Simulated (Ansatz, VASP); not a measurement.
## CsSnI3 in VASP and in Ansatz

```xyz
5
Lattice="6.2057 0.0000 0.0000 0.0000 6.2057 0.0000 0.0000 0.0000 6.2057" Properties=species:S:1:pos:R:3 pbc="T T T"
Cs    0.0000    0.0000    0.0000
I     3.1029    3.1029    0.0000
I     3.1029    0.0000    3.1029
I     0.0000    3.1029    3.1029
Sn    3.1029    3.1029    3.1029
```

Alike in both runs: functional RPBE; k mesh 5 × 5 × 5; occupations fermi-dirac, width 0.05 eV; no spin polarisation.

|  | VASP | Ansatz |
| --- | --- | --- |
| version | VASP 6.6.1 | Ansatz 0.2.0 |
| potentials or method | VASP PAW PBE potentials, release 64 (Cs_sv, I, Sn_d) | Ansatz PAW |
| plane-wave cutoff (eV) | 520 | 420 |
| valence electrons in the cell | 44 | 74 |
| task | single point | band structure |

```csv
,VASP,Ansatz,Ansatz less VASP
pressure (GPa),1.6,1.6,+0.01
```

VASP's potentials were made for PBE, not for RPBE. The functional is the same, so the differences come from potentials, cutoffs and numerics. VASP's potentials hold 44 valence electrons a cell and Ansatz's 74, so a difference there can come from the potentials and not from the codes.

Neither program's run includes spin-orbit coupling.
